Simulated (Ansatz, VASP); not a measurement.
## Ni in VASP and in Ansatz

```
Ni
1.0
     0.00000    1.73101    1.73101
     1.73101    0.00000    1.73101
     1.73101    1.73101    0.00000
Ni
1
Direct
  0.00000 0.00000 0.00000
```

Alike in both runs: functional PBEsol; k mesh 18 × 18 × 18; occupations methfessel-paxton of order 1, width 0.1 eV; collinear spin.

Ansatz relaxed the structure, and its values are those at the end. VASP's run is a single point on that final structure, the one shown.

|  | VASP | Ansatz |
| --- | --- | --- |
| version | VASP 6.6.1 | Ansatz 0.2.0 |
| potentials or method | VASP PAW PBE potentials, release 64 (Ni) | scalar-relativistic, plane waves, PAW |
| plane-wave cutoff (eV) | 520 | 420 |
| valence electrons in the cell | 10 | 18 |

```tsv
	VASP	Ansatz	Ansatz less VASP
gap on the k mesh at the Fermi level (eV)	none	none	-
pressure (GPa)	0.0	0.0	+0.04
net moment per atom (μB)	0.61	0.62	+0.005
size of the moment on the site where the two differ most (μB)	0.62	0.65	+0.033
```

VASP's potentials were made for PBE, not for PBEsol. Site moments also hang on the region over which each program counts them. A gap of «none» marks a metal or a gap that the smearing closes. With one functional, cell and mesh, what is left measures potentials, basis and numerics. VASP's potentials hold 10 valence electrons a cell and Ansatz's 18, so a difference there can come from the potentials and not from the codes.
